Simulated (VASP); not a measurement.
# As (Fd-3m) in VASP: further runs

As is run at these levels: PBE; tasks: density of states.

Program: VASP 6.6.1. These are calculated values, not measurements. Logs are shortened: lines on timing, memory, paths and dates and some standing lists are left out, and cuts for length are marked.

**1. The cell of the first run**

It takes space group Fd-3m (No. 227, cubic). Conventional cell: a = 6.107 Å, b = 6.107 Å, c = 6.107 Å, α = 90.00°, β = 90.00°, γ = 90.00°. As (site symmetry -43m) has 4 As at 2.64 Å within 3.5 Å.

**2. Density of states, PBE**

POSCAR reads:

```
As
1.0
    0.0000000000      3.0536822402      3.0536822402
    3.0536822402      0.0000000000      3.0536822402
    3.0536822402      3.0536822402      0.0000000000
As
2
Direct
   -0.1250000000     -0.1250000000     -0.1250000000
    0.1250000000      0.1250000000      0.1250000000
```

INCAR.step1 reads:

```
SYSTEM = As
  PREC = Accurate
  ENCUT = 520
  EDIFF = 1E-7
  ISMEAR = -1
  SIGMA = 0.08
  LREAL = .FALSE.
  LASPH = .TRUE.
  NELM = 100
  ALGO = Normal
  ISIF = 2
  LWAVE = .FALSE.
  LCHARG = .TRUE.
  GGA = PE
  NBANDS = 12
```

KPOINTS.step1 reads:

```
Automatic mesh
0
G
  13 13 13
  0 0 0
```

INCAR.step2 reads:

```
SYSTEM = As
  PREC = Accurate
  ENCUT = 520
  EDIFF = 1E-7
  ISMEAR = -5
  SIGMA = 0.08
  LREAL = .FALSE.
  LASPH = .TRUE.
  NELM = 100
  ALGO = Normal
  ISIF = 2
  LWAVE = .FALSE.
  LCHARG = .FALSE.
  GGA = PE
  LORBIT = 11
  NBANDS = 12
  NEDOS = 1001
  ICHARG = 11
```

KPOINTS.step2 reads:

```
Automatic mesh
0
G
  20 20 20
  0 0 0
```

Potentials or basis: VASP PAW PBE potentials, release 64 (As).

Started as:

```console
cat potpaw_PBE.64/As/POTCAR > POTCAR
cp INCAR.step1 INCAR
cp KPOINTS.step1 KPOINTS
mpirun -np 1 vasp_std > vasp.out
cp INCAR.step2 INCAR
cp KPOINTS.step2 KPOINTS
mpirun -np 1 vasp_std > vasp.out
```

OUTCAR:

```text
SYSTEM = As
   PREC = Accurate
   ENCUT = 520
   EDIFF = 1E-7
   ISMEAR = -5
   LREAL = .FALSE.
   LASPH = .TRUE.
   NELM = 100
   ISIF = 2
   GGA = PE
   LORBIT = 11
   ICHARG = 11

 ion  position               nearest neighbor table
   1  0.875  0.875  0.875-   2 2.64   2 2.64   2 2.64   2 2.64
   2  0.125  0.125  0.125-   1 2.64   1 2.64   1 2.64   1 2.64

  LATTYP: Found a face centered cubic cell.
 ALAT       =     6.1073644804

  Lattice vectors:

 A1 = (   0.0000000000,   3.0536822402,   3.0536822402)
 A2 = (   3.0536822402,   0.0000000000,   3.0536822402)
 A3 = (   3.0536822402,   3.0536822402,   0.0000000000)

Analysis of symmetry for initial positions (statically):
=====================================================================
 Subroutine PRICEL returns:
 Original cell was already a primitive cell.

 Routine SETGRP: Setting up the symmetry group for a
 face centered cubic supercell.

 Subroutine GETGRP returns: Found 48 space group operations
 (whereof 12 operations were pure point group operations)
 out of a pool of 48 trial point group operations.

The static configuration has the point symmetry D_3d.
 The point group associated with its full space group is O_h .

Analysis of symmetry for dynamics (positions and initial velocities):
=====================================================================
 Subroutine PRICEL returns:
 Original cell was already a primitive cell.

 Routine SETGRP: Setting up the symmetry group for a
 face centered cubic supercell.

 Subroutine GETGRP returns: Found 48 space group operations
 (whereof 12 operations were pure point group operations)
 out of a pool of 48 trial point group operations.

The dynamic configuration has the point symmetry D_3d.
 The point group associated with its full space group is O_h .

 Subroutine INISYM returns: Found 48 space group operations
 (whereof 12 operations are pure point group operations),
 and found     1 'primitive' translations

----------------------------------------------------------------------------------------

                                     Primitive cell

  volume of cell :      56.9510

  direct lattice vectors                    reciprocal lattice vectors
     0.000000000  3.053682240  3.053682240    -0.163736748  0.163736748  0.163736748
     3.053682240  0.000000000  3.053682240     0.163736748 -0.163736748  0.163736748
     3.053682240  3.053682240  0.000000000     0.163736748  0.163736748 -0.163736748

  length of vectors
     4.318558839  4.318558839  4.318558839     0.283600367  0.283600367  0.283600367

  position of ions in fractional coordinates (direct lattice)
[... 95 lines left out ...]
   EFERMI =   0.00;   METHOD = LEGACY
   ISMEAR =    -5;   SIGMA  =   0.08  broadening in eV -4-tet -1-fermi 0-gaus
   EFERMI_NEDOS =   21; number of points for ismear=-14 and -15
   IALGO  =     38    algorithm
   IMIX   =      4    mixing-type and parameters
     AMIX     =   0.40;   BMIX     =  1.00
     AMIX_MAG =   1.60;   BMIX_MAG =  1.00
  volume/ion in A,a.u.               =      28.48       192.16
  Fermi-wavevector in a.u.,A,eV,Ry     =   0.916729  1.732367 11.434229  0.840392
  Thomas-Fermi vector in A             =   2.041618
   LORBIT       =     11    0 simple, 1 ext, 2 COOP (PROOUT), +10 PAW based schemes
   GGA     = PE    functional components
   LHFCALC =     F    Hartree Fock is set to
   AEXX    =    0.0000 exact exchange contribution
   IVDW    =     0    specifies the selected vdW correction
   LEPSILON=     F    determine dielectric tensor
   LRPA    =     F    only Hartree local field effects (RPA)
 non-spin polarized calculation
 Fermi weights with tetrahedron method with Bloechl corrections
  energy-cutoff  :      520.00
  volume of cell :       56.95
 maximum number of plane-waves:      1554

 number of electron       9.9999997 magnetization

 Free energy of the ion-electron system (eV)
  ---------------------------------------------------
  ext. energy  EPLUGINS =         0.00000000
  ---------------------------------------------------
  free energy    TOTEN  =        -8.71641754 eV

  energy without entropy =       -8.71641754  energy(sigma->0) =       -8.71641754

 E-fermi :   2.9395     XC(G=0):  -8.5895

 val. band max:        2.9688555748   @ k =  -0.4500   0.3500   0.1500
 cond. band min:       2.9259233802   @ k =   0.3000   0.2000   0.0000
 fundamental gap:     -0.0429321946
 Fermi energy:         2.9395226510

 k-point     1 :       0.0000    0.0000    0.0000
  band No.  band energies     occupation
      1     -10.7182      2.00000
      2      -3.0709      2.00000
      3       0.8593      2.00000
      4       0.8593      2.00000
      5       0.8593      2.00000
      6       3.5907      0.00000
      7       3.5907      0.00000
      8       3.5907      0.00000
      9       7.7984      0.00000
     10      10.8403      0.00000
     11      10.8403      0.00000
     12      12.6307      0.00000
[... 331 lines left out ...]
 k-point    24 :      -0.3500    0.0500    0.0000
  band No.  band energies     occupation
      1      -9.6958      2.00000
      2      -5.9401      2.00000
      3      -0.3318      2.00000
      4       0.0861      2.00000
      5       0.7459      2.00000
      6       4.6836      0.00000
      7       4.7753      0.00000
      8       6.5842      0.00000
      9       9.7039      0.00000
     10      10.3104      0.00000
     11      11.0080      0.00000
     12      12.0261      0.00000

 [... further k-points ...]
[... 5 lines left out ...]
  --------------------------------------------------------------------------------------
  -------------------------------------------------------------------------------------
  Total        0.0917501      0.0917501      0.0917501      0.0000000      0.0000000     -0.0000000
  in kB        2.5811647      2.5811647      2.5811647      0.0000000      0.0000000     -0.0000000
  external PRESSURE =       2.5811647 kB  Pullay stress =       0.0000000 kB

 VOLUME and BASIS-vectors are now :
 -----------------------------------------------------------------------------
  energy-cutoff  :      520.00
  volume of cell :       56.95
      direct lattice vectors                 reciprocal lattice vectors
     0.000000000  3.053682240  3.053682240    -0.163736748  0.163736748  0.163736748
     3.053682240  0.000000000  3.053682240     0.163736748 -0.163736748  0.163736748
     3.053682240  3.053682240  0.000000000     0.163736748  0.163736748 -0.163736748

 POSITION                                       TOTAL-FORCE (eV/Angst)
 -----------------------------------------------------------------------------------
      5.34394      5.34394      5.34394        -0.000000     -0.000000     -0.000000
      0.76342      0.76342      0.76342         0.000000      0.000000      0.000000
 -----------------------------------------------------------------------------------
    total drift:                                0.000000      0.000000     -0.000000

  FREE ENERGIE OF THE ION-ELECTRON SYSTEM (eV)
  ---------------------------------------------------
  free  energy   TOTEN  =        -8.7164175427 eV

  energy  without entropy=       -8.7164175427  energy(sigma->0) =       -8.71641754

 total charge

# of ion       s       p       d       tot
------------------------------------------
    1        1.334   1.288   0.035   2.657
    2        1.334   1.288   0.035   2.657
--------------------------------------------------
tot          2.667   2.576   0.070   5.314
```

OUTCAR.step1:

```text
SYSTEM = As
   PREC = Accurate
   ENCUT = 520
   EDIFF = 1E-7
   ISMEAR = -1
   LREAL = .FALSE.
[... 585 lines left out ...]
      5.34394      5.34394      5.34394        -0.000000     -0.000000     -0.000000
      0.76342      0.76342      0.76342         0.000000      0.000000      0.000000
 -----------------------------------------------------------------------------------
    total drift:                                0.000000      0.000000     -0.000000

  FREE ENERGIE OF THE ION-ELECTRON SYSTEM (eV)
  ---------------------------------------------------
  free  energy   TOTEN  =        -8.7304338982 eV

  energy  without entropy=       -8.7159187609  energy(sigma->0) =       -8.72317633
```

Wall time 70 s (1 thread of AMD EPYC 7R13 (Zen 3), shared host); peak memory 0.25 GiB.

Results:

| Item | Value |
| --- | --- |
| Valence electrons inside the program's atomic spheres | As 2.66 |

Caveat: tetrahedron occupations give inexact forces and stress in metals.

**3. Density of states, PBE**

POSCAR is that of step 2.

INCAR.step1 reads:

```
PREC     = Accurate       # precision mode
ENCUT    = 520            # plane-wave cutoff, eV
EDIFF    = 1E-6           # SCF threshold, eV
ISMEAR   = -1             # smearing method
SIGMA    = 0.08           # smearing width, eV
LREAL    = False          # projectors in reciprocal space
LASPH    = True           # aspherical terms in the spheres
NELM     = 80             # most SCF steps
ALGO     = Normal         # electronic algorithm
ISIF     = 2              # what is computed and relaxed
LWAVE    = False          # write WAVECAR
LCHARG   = True           # write CHGCAR
GGA      = PE             # functional
NBANDS   = 12             # bands
```

KPOINTS.step1 reads:

```
Automatic mesh
0
Gamma
  13 13 13
```

INCAR.step2 reads:

```
PREC     = Accurate       # precision mode
ENCUT    = 520            # plane-wave cutoff, eV
EDIFF    = 1E-6           # SCF threshold, eV
ISMEAR   = -5             # smearing method
SIGMA    = 0.08           # smearing width, eV
LREAL    = False          # projectors in reciprocal space
LASPH    = True           # aspherical terms in the spheres
NELM     = 80             # most SCF steps
ALGO     = Normal         # electronic algorithm
ISIF     = 2              # what is computed and relaxed
LWAVE    = False          # write WAVECAR
LCHARG   = False          # write CHGCAR
GGA      = PE             # functional
LORBIT   = 11             # projections on sites
NEDOS    = 1001           # points of the DOS
ICHARG   = 11             # starting density
```

KPOINTS.step2 reads:

```
Automatic mesh
0
Gamma
  20 20 20
```

Potentials or basis: VASP PAW PBE potentials, release 64 (As).

Started as:

```console
cat potpaw_PBE.64/As/POTCAR > POTCAR
cp INCAR.step1 INCAR
cp KPOINTS.step1 KPOINTS
mpirun -np 1 vasp_std > vasp.out
cp INCAR.step2 INCAR
cp KPOINTS.step2 KPOINTS
mpirun -np 1 vasp_std > vasp.out
```

Wall time 63 s (1 thread of AMD EPYC 7R13 (Zen 3), shared host); peak memory 0.23 GiB.

Results (log left out):

```yaml
Valence_electrons_inside_the_program's_atomic_spheres: As 2.66
```

Levels at points of the mesh, in eV from the Fermi level:
| k point | band 2 | band 3 | band 4 | band 5 | band 6 | band 7 | band 8 | band 9 |
| --- | --- | --- | --- | --- | --- | --- | --- | --- |
| (0.00, 0.00, 0.00) | -6.01 | -2.08 | -2.08 | -2.08 | 0.65 | 0.65 | 0.65 | 4.86 |
| (0.50, 0.00, 0.00) | -9.45 | -3.00 | -3.00 | -2.66 | 1.88 | 1.88 | 4.78 | 7.05 |
| (0.50, 0.50, 0.00) | -10.95 | -4.05 | -4.05 | -0.62 | -0.62 | 5.01 | 5.01 | 7.49 |

Caveat: tetrahedron occupations give inexact forces and stress in metals.

**4. Density of states, PBE (volume scaled by 0.4)**

POSCAR reads:

```
As
1.0
    0.0000000000      2.2499723120      2.2499723120
    2.2499723120      0.0000000000      2.2499723120
    2.2499723120      2.2499723120      0.0000000000
As
2
Direct
   -0.1250000000     -0.1250000000     -0.1250000000
    0.1250000000      0.1250000000      0.1250000000
```

INCAR.step1 reads:

```
PREC = Accurate ; ENCUT = 520
EDIFF = 1E-7 ; ISMEAR = -1
SIGMA = 0.08 ; LREAL = False
LASPH = True ; NELM = 100
ALGO = Normal ; ISIF = 2
LWAVE = False ; LCHARG = True
GGA = PE ; NBANDS = 12
```

KPOINTS.step1 reads:

```
regular mesh
0
Gamma
  13 13 13
```

INCAR.step2 reads:

```
PREC = Accurate ; ENCUT = 520
EDIFF = 1E-7 ; ISMEAR = -5
SIGMA = 0.08 ; LREAL = False
LASPH = True ; NELM = 100
ALGO = Normal ; ISIF = 2
LWAVE = False ; LCHARG = False
GGA = PE ; LORBIT = 10
NBANDS = 12 ; NEDOS = 2001
ICHARG = 11
```

KPOINTS.step2 reads:

```
regular mesh
0
Gamma
  20 20 20
```

Started as:

```console
cat potpaw_PBE.64/As/POTCAR > POTCAR
cp INCAR.step1 INCAR
cp KPOINTS.step1 KPOINTS
mpirun -np 1 vasp_std > vasp.out
cp INCAR.step2 INCAR
cp KPOINTS.step2 KPOINTS
mpirun -np 1 vasp_std > vasp.out
```

Run time: 2.1 min. Hardware: 1 thread of AMD EPYC 7R13, shared host; peak memory 0.15 GiB.

Results (log left out):

- Valence electrons inside the program's atomic spheres: As 3.78

Levels at points of the mesh, in eV from the Fermi level:
| k point | band 2 | band 3 | band 4 | band 5 | band 6 | band 7 | band 8 | band 9 |
| --- | --- | --- | --- | --- | --- | --- | --- | --- |
| (0.00, 0.00, 0.00) | -4.01 | -4.01 | -4.01 | -0.69 | -0.69 | -0.69 | 2.51 | 5.79 |
| (0.50, 0.00, 0.00) | -16.09 | -6.59 | -6.59 | -1.13 | 0.69 | 0.69 | 4.96 | 12.28 |
| (0.50, 0.50, 0.00) | -16.87 | -9.72 | -9.72 | -3.58 | -3.58 | 12.16 | 12.16 | 13.65 |

Caveat: tetrahedron occupations give inexact forces and stress in metals.
